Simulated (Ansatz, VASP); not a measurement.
## BiTe: VASP beside Ansatz

Contents of INCAR:

```
PREC = Accurate
ENCUT = 600
EDIFF = 1E-6
ISMEAR = 0
SIGMA = 0.1
LREAL = False
LASPH = True
NELM = 100
ALGO = Normal
ISIF = 3
LWAVE = False
LCHARG = False
GGA = PS
IBRION = 2
NSW = 80
EDIFFG = -0.01
```

KPOINTS

```
regular mesh
0
Gamma
  12 12 12
```

The input POSCAR:

```
BiTe
1.0
    0.0000000000      3.1929133546      3.1929133546
    3.1929133546      0.0000000000      3.1929133546
    3.1929133546      3.1929133546      0.0000000000
Bi Te
1 1
Direct
    0.0000000000      0.0000000000      0.0000000000
    0.5000000000      0.5000000000      0.5000000000
```

Input for Ansatz:

```yaml
crystal:
  lattice:
    - [0.0, 3.1929133546, 3.1929133546]
    - [3.1929133546, 0.0, 3.1929133546]
    - [3.1929133546, 3.1929133546, 0.0]
  atoms:
    - { symbol: Bi, position: [0.0, 0.0, 0.0] }
    - { symbol: Te, position: [0.5, 0.5, 0.5] }
basis:
  ecutwfc: 420
kpoints:
  mp_grid: { grid: [12, 12, 12] }
hamiltonian:
  xc: pbesol
scf:
  occupations: { method: gaussian, width: 0.1 }
output:
  forces: true
  stress: true
  eigenvalues: true
relax:
  adjacent_minimum: "off"
  f_tol: 0.01
  max_steps: 60
  cell: { stress_tol: 0.1 }
```

Alike in both runs: task relaxation of cell and atoms; functional PBEsol; k mesh 12 × 12 × 12; occupations gaussian, width 0.1 eV; no spin polarisation.

|  | VASP | Ansatz |
| --- | --- | --- |
| version | VASP 6.6.1 | Ansatz 0.2.0 |
| potentials or method | VASP PAW PBE potentials, release 64 (Bi_d, Te), cutoff 600 eV | scalar-relativistic, plane waves, PAW |
| valence electrons in the cell | 21 | 31 |

```tsv
	VASP	Ansatz	Ansatz less VASP
gap on the k mesh at the Fermi level, each at its own relaxed structure (eV)	none	none	-
relaxed volume (Å³/atom)	32.68	32.68	-0.003
relaxed cell length with the largest relative difference (Å)	4.522	4.521	-0.0001
```

VASP's potentials were made for PBE, not for PBEsol. A gap of «none» marks a metal or a gap that the smearing closes. VASP's potentials hold 21 valence electrons a cell and Ansatz's 31, so a difference there can come from the potentials and not from the codes.

Neither program's run includes spin-orbit coupling.
